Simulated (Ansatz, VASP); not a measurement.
Ir in VASP and in Ansatz

Contents of POSCAR:

```
Ir
1.0
    0.0000000000      1.9197000000      2.0636775000
    1.9197000000      0.0000000000      2.0636775000
    1.9197000000      1.9197000000      0.0000000000
Ir
1
Direct
    0.0000000000      0.0000000000      0.0000000000
```

The input INCAR.step1:

```
SYSTEM = Ir
PREC     = Accurate       ! precision mode
ENCUT    = 520            ! plane-wave cutoff, eV
ISMEAR   = 0              ! smearing method
SIGMA    = 0.15           ! smearing width, eV
LREAL    = .False.        ! projectors in reciprocal space
LASPH    = .True.         ! aspherical terms in the spheres
NELM     = 60             ! most SCF steps
NBANDS   = 10             ! bands
GGA      = PE             ! functional
ALGO     = Normal         ! electronic algorithm
EDIFF    = 1E-4           ! SCF threshold, eV
LWAVE    = .True.         ! write WAVECAR
LCHARG   = .False.        ! write CHGCAR
```

File INCAR.step2:

```
SYSTEM = Ir
PREC     = Accurate       ! precision mode
ENCUT    = 520            ! plane-wave cutoff, eV
EDIFF    = 1E-6           ! SCF threshold, eV
ISMEAR   = 0              ! smearing method
SIGMA    = 0.15           ! smearing width, eV
LREAL    = .False.        ! projectors in reciprocal space
LASPH    = .True.         ! aspherical terms in the spheres
NELM     = 60             ! most SCF steps
ALGO     = Normal         ! electronic algorithm
ISIF     = 2              ! what is computed and relaxed
LWAVE    = .False.        ! write WAVECAR
LCHARG   = .False.        ! write CHGCAR
METAGGA  = R2SCAN         ! meta-GGA
LMIXTAU  = .True.       
NBANDS   = 10             ! bands
ISTART   = 1
```

KPOINTS

```
Automatic mesh
0
Gamma
  22 22 22
  0 0 0
```

Input for Ansatz:

```yaml
crystal:
  lattice:
    - [0.0, 1.9197, 2.0636775]
    - [1.9197, 0.0, 2.0636775]
    - [1.9197, 1.9197, 0.0]
  atoms:
    - { symbol: Ir, position: [0.0, 0.0, 0.0] }
basis:
  ecutwfc: 500
kpoints:
  mp_grid: { grid: [22, 22, 22] }
hamiltonian:
  xc: r2scan
scf:
  occupations: { method: gaussian, width: 0.15 }
output:
  forces: true
  stress: true
  eigenvalues: true
```

Change from the starting cell: strain +0.0750 x Voigt [0, 0, 1, 0, 0, 0], atoms carried along.

Alike in both runs: task single point; functional r2SCAN; k mesh 22 × 22 × 22; occupations gaussian, width 0.15 eV; no spin polarisation.

```csv
,VASP,Ansatz
version,VASP 6.6.1,Ansatz 0.2.0
potentials or method,"VASP PAW PBE potentials, release 64 (Ir), cutoff 520 eV","scalar-relativistic, plane waves, PAW"
valence electrons in the cell,9,17
```

|  | VASP | Ansatz | Ansatz less VASP |
| --- | --- | --- | --- |
| gap on the k mesh at the Fermi level (eV) | none | none | - |
| pressure (GPa) | -18.7 | -20.5 | -1.78 |
| traceless stress, the component that is largest in VASP (GPa) | -15.26 | -15.25 | +0.015 |

VASP's potentials were made for PBE, not for r2SCAN. A gap of «none» marks a metal or a gap that the smearing closes. VASP's potentials hold 9 valence electrons a cell and Ansatz's 17, so a difference there can come from the potentials and not from the codes.

Spin-orbit coupling is off throughout.
